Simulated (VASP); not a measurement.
# Mg2O (antifluorite type) (Fm-3m) in VASP: further runs, part 2 of 2

VASP 6.6.1. The steps go on from the part before.

**4. Single point, PBE**

This run uses another cell than the first one, of 14.95 Å³/atom.

INCAR reads:

```
SYSTEM = Mg2O
PREC = Accurate
ENCUT = 520
EDIFF = 1E-6
ISMEAR = -1
SIGMA = 0.06122561905347299
LREAL = .False.
LASPH = .True.
NELM = 60
ALGO = Normal
ISIF = 2
LWAVE = .False.
LCHARG = .False.
GGA = PE
NBANDS = 12
```

KPOINTS reads:

```
regular mesh
0
Gamma
  17 17 17
  0 0 0
```

POSCAR reads:

```
Mg2O
1.0
    0.0000000000      2.8197007975      2.8197007975
    2.8197007975      0.0000000000      2.8197007975
    2.8197007975      2.8197007975      0.0000000000
Mg O
2 1
Direct
    0.2500000000      0.2500000000      0.2500000000
    0.7500000000      0.7500000000      0.7500000000
    0.0000000000      0.0000000000      0.0000000000
```

Potentials or basis: VASP PAW PBE potentials, release 64 (Mg, O).

The run is started by

```sh
cat potpaw_PBE.64/Mg/POTCAR potpaw_PBE.64/O/POTCAR > POTCAR
mpirun -np 1 vasp_std > vasp.out
```

OUTCAR:

```text
SYSTEM = Mg2O
   PREC = Accurate
   ENCUT = 520
   EDIFF = 1E-6
   ISMEAR = -1
   LREAL = .False.
   LASPH = .True.
   NELM = 60
   ISIF = 2
   GGA = PE

 ion  position               nearest neighbor table
   1  0.250  0.250  0.250-   3 2.44   3 2.44   3 2.44   3 2.44   2 2.82   2 2.82   2 2.82   2 2.82
                             2 2.82   2 2.82
   2  0.750  0.750  0.750-   3 2.44   3 2.44   3 2.44   3 2.44   1 2.82   1 2.82   1 2.82   1 2.82
                             1 2.82   1 2.82
   3  0.000  0.000  0.000-   1 2.44   2 2.44   2 2.44   2 2.44   2 2.44   1 2.44   1 2.44   1 2.44

  LATTYP: Found a face centered cubic cell.
 ALAT       =     5.6394015950

  Lattice vectors:

 A1 = (   0.0000000000,   2.8197007975,   2.8197007975)
 A2 = (   2.8197007975,   0.0000000000,   2.8197007975)
 A3 = (   2.8197007975,   2.8197007975,   0.0000000000)

Analysis of symmetry for initial positions (statically):
=====================================================================
 Subroutine PRICEL returns:
 Original cell was already a primitive cell.

 Routine SETGRP: Setting up the symmetry group for a
 face centered cubic supercell.

 Subroutine GETGRP returns: Found 48 space group operations
 (whereof 48 operations were pure point group operations)
[... 184 lines left out ...]
     10      12.2435      0.00000
     11      12.2435      0.00000
     12      12.3813      0.00000
[... 331 lines left out ...]
 k-point    24 :      -0.1176    0.0588    0.0000
  band No.  band energies     occupation
      1     -14.7408      2.00000
      2      -1.3447      2.00000
      3      -0.2857      2.00000
      4      -0.2077      2.00000
      5       0.9351      2.00000
      6       8.1353      0.00000
      7       8.7541      0.00000
      8       9.2075      0.00000
      9      10.5995      0.00000
     10      11.3812      0.00000
     11      12.4776      0.00000
     12      13.5609      0.00000

 [... further k-points ...]

------------------------ aborting loop because EDIFF is reached ----------------------------------------

  FORCE on cell =-STRESS in cart. coord.  units (eV):
  Direction    XX          YY          ZZ          XY          YZ          ZX
  --------------------------------------------------------------------------------------
  -------------------------------------------------------------------------------------
  Total       -0.0821997     -0.0821997     -0.0821997      0.0000000     -0.0000000     -0.0000000
  in kB       -2.9372562     -2.9372562     -2.9372562      0.0000000     -0.0000000     -0.0000000
  external PRESSURE =      -2.9372562 kB  Pullay stress =       0.0000000 kB

 VOLUME and BASIS-vectors are now :
 -----------------------------------------------------------------------------
  energy-cutoff  :      520.00
  volume of cell :       44.84
      direct lattice vectors                 reciprocal lattice vectors
     0.000000000  2.819700797  2.819700797    -0.177323779  0.177323779  0.177323779
     2.819700797  0.000000000  2.819700797     0.177323779 -0.177323779  0.177323779
     2.819700797  2.819700797  0.000000000     0.177323779  0.177323779 -0.177323779

 POSITION                                       TOTAL-FORCE (eV/Angst)
 -----------------------------------------------------------------------------------
      1.40985      1.40985      1.40985         0.000000      0.000000     -0.000000
      4.22955      4.22955      4.22955        -0.000000     -0.000000      0.000000
      0.00000      0.00000      0.00000        -0.000000      0.000000      0.000000
 -----------------------------------------------------------------------------------
    total drift:                                0.000000     -0.000000     -0.000000

  FREE ENERGIE OF THE ION-ELECTRON SYSTEM (eV)
  ---------------------------------------------------
  free  energy   TOTEN  =       -10.2905710194 eV

  energy  without entropy=      -10.2848853546  energy(sigma->0) =      -10.28772819
```

OSZICAR:

```text
N       E                     dE             d eps       ncg     rms          rms(c)
DAV:   1     0.220475461320E+02    0.22048E+02   -0.38576E+03  3960   0.678E+02
DAV:   2    -0.101535829625E+02   -0.32201E+02   -0.30314E+02  4892   0.115E+02
DAV:   3    -0.121872053508E+02   -0.20336E+01   -0.20217E+01  4896   0.284E+01
DAV:   4    -0.121950088068E+02   -0.78035E-02   -0.78027E-02  4552   0.198E+00
DAV:   5    -0.121950466465E+02   -0.37840E-04   -0.37839E-04  4996   0.146E-01    0.785E+00
DAV:   6    -0.106265011807E+02    0.15685E+01   -0.18763E+01  4528   0.221E+01    0.480E+00
DAV:   7    -0.103371693949E+02    0.28933E+00   -0.18224E+00  4544   0.725E+00    0.134E+00
DAV:   8    -0.103052212995E+02    0.31948E-01   -0.29739E-01  4412   0.380E+00    0.692E-01
DAV:   9    -0.102918203355E+02    0.13401E-01   -0.18656E-02  4520   0.710E-01    0.255E-01
DAV:  10    -0.102906189110E+02    0.12014E-02   -0.31749E-03  4716   0.430E-01    0.602E-02
DAV:  11    -0.102905699447E+02    0.48966E-04   -0.18781E-04  4716   0.102E-01    0.829E-03
DAV:  12    -0.102905724919E+02   -0.25471E-05   -0.15654E-05  4788   0.230E-02    0.807E-03
DAV:  13    -0.102905710629E+02    0.14289E-05   -0.10013E-05  4112   0.145E-02    0.469E-04
DAV:  14    -0.102905710194E+02    0.43542E-07   -0.23810E-07  2508   0.378E-03
   1 F= -.10290571E+02 E0= -.10287728E+02  d E =-.568566E-02
```

stdout:

```text
POSCAR found type information on POSCAR MgO
 POSCAR found :  2 types and       3 ions
 scaLAPACK will be used
 LDA part: xc-table for (Slater+PW92), standard interpolation
 POSCAR, INCAR and KPOINTS ok, starting setup
 FFT: planning ... GRIDC
 FFT: planning ... GRID_SOFT
 FFT: planning ... GRID
 WAVECAR not read
 entering main loop
```

Run time: 33 s. Hardware: 1 thread of AMD EPYC 9R45 (Zen 5), shared host; peak memory 0.2 GiB.

Results:

| Quantity | Value |
| --- | --- |
| Free energy | -10.2906 eV |
| Pressure | -0.3 GPa |
| Band gap on the k mesh | 0.11 eV |

Levels at points of the mesh, in eV from the valence-band top:
```
           k point  band 3  band 4  band 5  band 6  band 7  band 8
(0.00, 0.00, 0.00)   -4.81   -4.81   -4.81    4.39    4.39    4.39
```

Caveat: an odd mesh through Γ misses points on the zone boundary, where band edges can lie.
